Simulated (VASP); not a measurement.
Wanted: the native input for a VASP 6.6.1 run.

* Task: single point
* Functional: PBE
* Potentials or basis: VASP PAW PBE potentials, release 64 (S)
* Cutoff: 520 eV
* k mesh: 14 × 14 × 14
* Occupations: fermi-dirac, width 0.1 eV
* Spin: no spin polarisation
* Dipole correction: no
* Further INCAR settings: ALGO = Normal; EDIFF = 1e-06; NBANDS = 9

The structure of S lies in POSCAR:

```
S
1.0
    2.4928049820      0.0000000000      0.0000000000
    0.0000000000      2.4928049820      0.0000000000
    0.0000000000      0.0000000000      2.4928049820
S
1
Direct
    0.0000000000      0.0000000000      0.0000000000
```

This cell differs from its parent crystal: volume scaled by 0.9.

These files were run (other wordings do the same):

INCAR

```
  ALGO = Normal
  EDIFF = 1E-6
  ENCUT = 520
  GGA = PE
  ISIF = 2
  ISMEAR = -1
  LASPH = True
  LCHARG = False
  LREAL = False
  LWAVE = False
  NBANDS = 9
  NELM = 100
  PREC = Accurate
  SIGMA = 0.1
```

KPOINTS

```
k-points
0
Gamma
  14 14 14
```

Potentials or basis: VASP PAW PBE potentials, release 64 (S).

Run with:

```sh
$ cat potpaw_PBE.64/S/POTCAR > POTCAR
$ mpirun -np 1 vasp_std > vasp.out
```

It gave:

| Quantity | Value |
| --- | --- |
| Pressure | 10.8 GPa |
| Band gap on the k mesh | zero (band 3 reaches 12.05 eV, above the bottom of band 4 at 4.32 eV) |

It took 5 s on 1 thread of Intel(R) Xeon(R) 6975P-C (Granite Rapids), with other jobs on the host, peak memory 0.12 GiB.
